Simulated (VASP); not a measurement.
BPd2:

```
CELL_PARAMETERS angstrom
4.76739 0.00000 0.00000
0.00000 5.14790 0.00000
0.00000 0.00000 3.15603
ATOMIC_POSITIONS crystal
B 0.00000 0.00000 0.00000
B 0.50000 0.50000 0.50000
Pd 0.25593 0.34298 0.00000
Pd 0.74407 0.65702 0.00000
Pd 0.75593 0.15702 0.50000
Pd 0.24407 0.84298 0.50000
```

```yaml
Program: VASP 6.6.1
Task: relaxation of cell and atoms
Functional: LDA
Potentials_or_basis: VASP PAW LDA potentials, release 64 (B, Pd)
Cutoff: 500 eV
k_mesh: 8 × 8 × 12
Occupations: gaussian, width 0.1 eV
Spin: no spin polarisation
```

At the start: pressure -11.6 GPa; volume 12.91 Å³/atom.

Q: Where does the relaxation end?

A: Over 11 steps the energy falls by 29.2 meV/atom and the volume is 12.14 Å³/atom (-5.9 %); space group Pnnm (No. 58, to 0.1 Å) before and after.

Step by step:
```tsv
step	energy change (eV)	largest force (eV/Å)	pressure (GPa)	volume (Å³)
1	0.0000	0.1004	-11.62	77.46
2	0.2051	0.6146	22.59	67.43
3	-0.1676	0.1533	-0.32	73.19
4	-0.1677	0.1589	-0.05	73.10
5	-0.1714	0.0851	-0.02	73.01
6	-0.1722	0.0685	0.03	72.93
7	-0.1734	0.0532	-0.03	72.93
8	-0.1750	0.0069	-0.22	72.92
9	-0.1746	0.0204	0.69	72.64
10	-0.1751	0.0005	0.03	72.84
11	-0.1751	0.0038	0.00	72.85
```

Final structure:
```
B Pd
1.0
     4.64732    0.00000    0.00000
     0.00000    5.05808    0.00000
     0.00000    0.00000    3.09922
B Pd
2 4
Cartesian
  0.0000 0.0000 0.0000
  2.3237 2.5290 1.5496
  1.1680 1.7456 0.0000
  3.4794 3.3125 3.0992
  3.4916 0.7835 1.5496
  1.1557 4.2746 1.5496
```
